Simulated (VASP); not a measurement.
Crystal: SnSe2.

```
Sn Se
1.0
     3.81100    0.00000    0.00000
    -1.90550    3.30042    0.00000
     0.00000    0.00000    6.13600
Sn Se
1 2
Direct
  0.00000 0.00000 0.00000
  0.33333 0.66667 0.24900
  0.66667 0.33333 0.75100
```

* Program: VASP 6.6.1
* Task: relaxation of cell and atoms
* Functional: PBE
* Dispersion: D3(BJ)
* Potentials or basis: VASP PAW PBE potentials, release 64 (Sn_d, Se)
* Cutoff: 500 eV
* k mesh: 12 × 12 × 8
* Occupations: gaussian, width 0.01 eV
* Spin: no spin polarisation

At the start: pressure 3.3 GPa; volume 25.73 Å³/atom.

Question: How do energy, volume and symmetry change on relaxing?

Answer: Over 21 steps the energy falls by 22.6 meV/atom and the volume is 25.58 Å³/atom (-0.6 %); space group P-3m1 (No. 164, to 0.1 Å) before and after.

Step by step:
```tsv
step	energy change (eV)	largest force (eV/Å)	pressure (GPa)	volume (Å³)
1	0.0000	0.8185	3.30	77.18
2	-0.0201	0.2855	-2.86	83.24
3	-0.0515	0.1646	-0.44	80.48
4	-0.0515	0.1764	-0.38	80.41
5	-0.0556	0.1284	-0.23	79.86
6	-0.0576	0.0598	-0.01	79.09
7	-0.0597	0.0496	-0.02	78.80
8	-0.0647	0.0199	-0.04	77.91
9	-0.0673	0.0379	0.10	76.11
10	-0.0677	0.0180	0.05	76.64
11	-0.0677	0.0198	0.05	76.59
12	-0.0678	0.0124	-0.07	76.90
13	-0.0679	0.0023	-0.03	76.76
14	-0.0679	0.0155	0.09	76.65
15	-0.0679	0.0018	0.01	76.73
16	-0.0679	0.0011	0.00	76.74
17	-0.0679	0.0012	0.00	76.74
18	-0.0679	0.0010	-0.01	76.73
19	-0.0679	0.0011	0.00	76.73
20	-0.0679	0.0011	0.00	76.74
21	-0.0679	0.0007	0.00	76.73
```

Final structure:
```xyz
3
Lattice="3.8411 0.0000 0.0000 -1.9206 3.3265 0.0000 0.0000 0.0000 6.0050" Properties=species:S:1:pos:R:3 pbc="T T T"
Sn    0.0000    0.0000    0.0000
Se    0.0000    2.2177    1.5946
Se    1.9206    1.1088    4.4104
```
